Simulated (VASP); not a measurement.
# MgSn2N2: relaxation of cell and atoms with PBE

MgSn2N2:

```
CELL_PARAMETERS angstrom
3.25684 0.00000 0.00000
-1.62842 2.82050 0.00000
0.00000 0.00000 9.12007
ATOMIC_POSITIONS crystal
Mg 0.00000 0.00000 0.00000
Sn 0.66667 0.33333 0.28763
Sn 0.33333 0.66667 0.71237
N 0.33333 0.66667 0.14485
N 0.66667 0.33333 0.85515
```

* Program: VASP 6.6.1
* Task: relaxation of cell and atoms
* Functional: PBE
* Potentials or basis: VASP PAW PBE potentials, release 64 (Mg, Sn_d, N)
* Cutoff: 600 eV
* k mesh: 12 × 12 × 4
* Occupations: gaussian, width 0.01 eV
* Spin: no spin polarisation
* Dipole correction: no
* Further INCAR settings: ALGO = Normal; EDIFF = 1e-06; IBRION = 2; EDIFFG = -0.001; NSW = 80; ISIF = 3

The relaxed volume is 16.64 Å³/atom. The relaxed cell is a = 3.254 Å, b = 3.254 Å, c = 9.072 Å, α = 90.00°, β = 90.00°, γ = 120.00°, the space group after relaxing (to 0.1 Å) is P-3m1 (No. 164) and the energy gained by relaxing is 0.1 meV/atom. The ionic steps are 44 and the pressure after relaxing is 0.0 GPa. The band gap on the k mesh is 0.86 eV (least direct gap 1.31 eV).

The path:
```
step  energy change (eV)  largest force (eV/Å)  pressure (GPa)  volume (Å³)
   1              0.0000                0.0449           -0.16        83.78
   3             -0.0003                0.0029            0.02        83.55
   5             -0.0003                0.0092           -0.01        83.52
   7             -0.0004                0.0119           -0.02        83.48
   9             -0.0004                0.0148            0.00        83.46
  11             -0.0004                0.0169            0.02        83.41
  13             -0.0004                0.0133            0.03        83.34
  15             -0.0005                0.0078           -0.04        83.31
  17             -0.0005                0.0038           -0.06        83.31
  19             -0.0005                0.0018           -0.05        83.28
  21             -0.0005                0.0029            0.00        83.21
  23             -0.0005                0.0044           -0.02        83.21
  25             -0.0005                0.0047            0.02        83.20
  27             -0.0005                0.0016           -0.04        83.22
  29             -0.0005                0.0004           -0.01        83.22
  31             -0.0005                0.0025           -0.01        83.21
  33             -0.0005                0.0029           -0.02        83.21
  35             -0.0005                0.0021           -0.02        83.21
  37             -0.0005                0.0024            0.01        83.20
  39             -0.0005                0.0053            0.01        83.21
  41             -0.0005                0.0017            0.00        83.20
  43             -0.0005                0.0015            0.01        83.19
  44             -0.0005                0.0003            0.00        83.19
```

Final structure:
```cif
data_structure
_symmetry_space_group_name_H-M 'P 1'
_symmetry_Int_Tables_number 1
_cell_length_a 3.2541
_cell_length_b 3.2541
_cell_length_c 9.0718
_cell_angle_alpha 90.000
_cell_angle_beta 90.000
_cell_angle_gamma 120.000
_cell_volume 83.19
loop_
_atom_site_label
_atom_site_type_symbol
_atom_site_fract_x
_atom_site_fract_y
_atom_site_fract_z
_atom_site_occupancy
Mg1 Mg 0.00000 0.00000 0.00000 1
Sn1 Sn 0.66667 0.33333 0.28904 1
Sn2 Sn 0.33333 0.66667 0.71096 1
N1 N 0.33333 0.66667 0.14515 1
N2 N 0.66667 0.33333 0.85485 1
```

Levels at points of the mesh, in eV from the valence-band top:
| k point | band 17 | band 18 | band 19 | band 20 | band 21 | band 22 | band 23 | band 24 |
| --- | --- | --- | --- | --- | --- | --- | --- | --- |
| (0.00, 0.00, 0.00) | -1.14 | -0.86 | -0.86 | 0.00 | 1.47 | 3.20 | 7.77 | 8.26 |
| (0.50, 0.00, 0.00) | -2.28 | -1.92 | -1.50 | -0.90 | 0.88 | 1.60 | 4.69 | 5.18 |
| (0.00, 0.00, 0.50) | -1.14 | -1.14 | -0.86 | -0.86 | 2.33 | 3.04 | 7.46 | 8.16 |
| (0.50, 0.00, 0.50) | -2.27 | -1.93 | -1.77 | -0.96 | 0.96 | 1.99 | 3.99 | 6.09 |

Run time: 15 min on 1 thread of AMD EPYC 9R45 96-Core Processor (Zen 5), with other jobs on the host, peak memory 0.34 GiB.

Caveat: spin-orbit coupling is left out, which moves the levels of the heavy elements. A k mesh can miss the band edges.
